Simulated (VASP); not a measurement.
Input of a VASP 6.6.1 run:

The input POSCAR:

```
CdI2
1.0
    4.2045386411      0.0000000000      0.0000000000
   -2.1022693205      3.6412372744      0.0000000000
    0.0000000000      0.0000000000      6.9403280836
Cd I
1 2
Direct
    0.0000000000      0.0000000000      0.0000000000
    0.3333333333      0.6666666667      0.2504053020
    0.6666666667      0.3333333333      0.7495946980
```

INCAR.step1

```
PREC     = Accurate       # precision mode
ENCUT    = 550            # plane-wave cutoff, eV
ISMEAR   = 0              # smearing method
SIGMA    = 0.01           # smearing width, eV
LREAL    = False          # projectors in reciprocal space
LASPH    = True           # aspherical terms in the spheres
NELM     = 120            # most SCF steps
NBANDS   = 20             # bands
GGA      = PE             # functional
ALGO     = Normal         # electronic algorithm
EDIFF    = 1E-5           # SCF threshold, eV
LWAVE    = True           # write WAVECAR
LCHARG   = False          # write CHGCAR
GGA_COMPAT= False
```

The input INCAR.step2:

```
PREC     = Accurate       # precision mode
ENCUT    = 550            # plane-wave cutoff, eV
EDIFF    = 1E-6           # SCF threshold, eV
ISMEAR   = 0              # smearing method
SIGMA    = 0.01           # smearing width, eV
LREAL    = False          # projectors in reciprocal space
LASPH    = True           # aspherical terms in the spheres
NELM     = 120            # most SCF steps
ALGO     = Normal         # electronic algorithm
ISIF     = 2              # what is computed and relaxed
LWAVE    = False          # write WAVECAR
LCHARG   = False          # write CHGCAR
METAGGA  = R2SCAN         # meta-GGA
LMIXTAU  = True         
NBANDS   = 20             # bands
ISTART   = 1            
GGA_COMPAT= False
```

The input KPOINTS:

```
regular mesh
0
Gamma
  12 12 4
```

Potentials or basis: VASP PAW PBE potentials, release 64 (Cd, I).

Run with:

```console
$ cat potpaw_PBE.64/Cd/POTCAR potpaw_PBE.64/I/POTCAR > POTCAR
$ cp INCAR.step1 INCAR
$ mpirun -np 1 vasp_std > vasp.out
$ cp INCAR.step2 INCAR
$ mpirun -np 1 vasp_std > vasp.out
```

Predict the pressure.

1.4 GPa.

Predict the band gap on the k mesh.

2.74 eV (least direct gap 3.12 eV).

What does it give for the largest force?

0.021 eV/Å.

Forces on the atoms (eV/Å):
```
Cd   0.000  0.000  0.000
I    0.000  0.000  0.021
I    0.000  0.000 -0.021
```

Caveat: the cell differs from its parent crystal (epitaxial xy strain -1.0%); the PAW data sets were made with another functional, which shifts forces and pressure a little; spin-orbit coupling is left out, which moves the levels of the heavy elements. A k mesh can miss the band edges.
